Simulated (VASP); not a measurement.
**Mo: relaxation of cell and atoms with PBEsol+D3(BJ)**

Mo:

```
CELL_PARAMETERS angstrom
2.73551 0.00000 0.00000
-1.36776 2.36902 0.00000
0.00000 0.00000 2.55518
ATOMIC_POSITIONS crystal
Mo 0.00000 0.00000 0.50000
```

* Program: VASP 6.6.1
* Task: relaxation of cell and atoms
* Functional: PBEsol
* Dispersion: D3(BJ)
* Potentials or basis: VASP PAW PBE potentials, release 64 (Mo_sv)
* Cutoff: 600 eV
* k mesh: 11 × 11 × 11
* Occupations: methfessel-paxton, width 0.1 eV
* Spin: no spin polarisation
* Dipole correction: no
* Further INCAR settings: ALGO = Normal; EDIFF = 1e-06; IBRION = 2; EDIFFG = -0.01; NSW = 80; ISIF = 3

```yaml
Relaxed_volume: 15.77 Å³/atom
Relaxed_cell: a = 2.719 Å, b = 2.719 Å, c = 2.462 Å, α = 90.00°, β = 90.00°, γ = 120.00°
Space_group_after_relaxing_to_0.05_Å: P6/mmm (No. 191)
Energy_gained_by_relaxing: 44.6 meV/atom
Ionic_steps: 9
Pressure_after_relaxing: 0.0 GPa
Band_gap_on_the_k_mesh: zero (band 7 reaches 13.00 eV, above the bottom of band 8 at 11.13 eV)
Dispersion_energy_per_atom: -0.699 eV
```

Stress tensor (GPa, compression positive):
```
-0.02  0.00  0.00
 0.00 -0.02  0.00
 0.00  0.00  0.09
```

Step by step:
```tsv
step	energy change (eV)	largest force (eV/Å)	pressure (GPa)	volume (Å³)
1	0.0000	0.0000	-10.91	16.56
2	0.1878	0.0000	40.17	13.98
3	-0.0426	0.0000	0.63	15.72
4	-0.0428	0.0000	1.24	15.68
5	-0.0428	0.0000	1.51	15.67
6	-0.0407	0.0000	-0.75	15.83
7	-0.0445	0.0000	0.58	15.73
8	-0.0444	0.0000	-0.95	15.83
9	-0.0446	0.0000	0.02	15.77
```

Final structure:
```yaml
crystal:
  lattice:
    - [2.71925, 0.00000, 0.00000]
    - [-1.35962, 2.35494, 0.00000]
    - [0.00000, 0.00000, 2.46225]
  atoms:
    - { symbol: Mo, position: [0.00000, 0.00000, 0.50000] }
```

Levels at points of the mesh, in eV from the Fermi level:
```tsv
k point	band 4	band 5	band 6	band 7	band 8	band 9	band 10	band 11
(0.00, 0.00, 0.00)	-33.86	-6.90	-4.59	-0.98	-0.98	4.62	4.62	12.86
```

Run time: 110 s on 1 thread of Intel Xeon 6975P-C, with other jobs on the host, peak memory 0.16 GiB.

Caveat: the PAW data sets were made with another functional, which shifts forces and pressure a little; pairwise dispersion overbinds metals, which lowers pressure and volume.
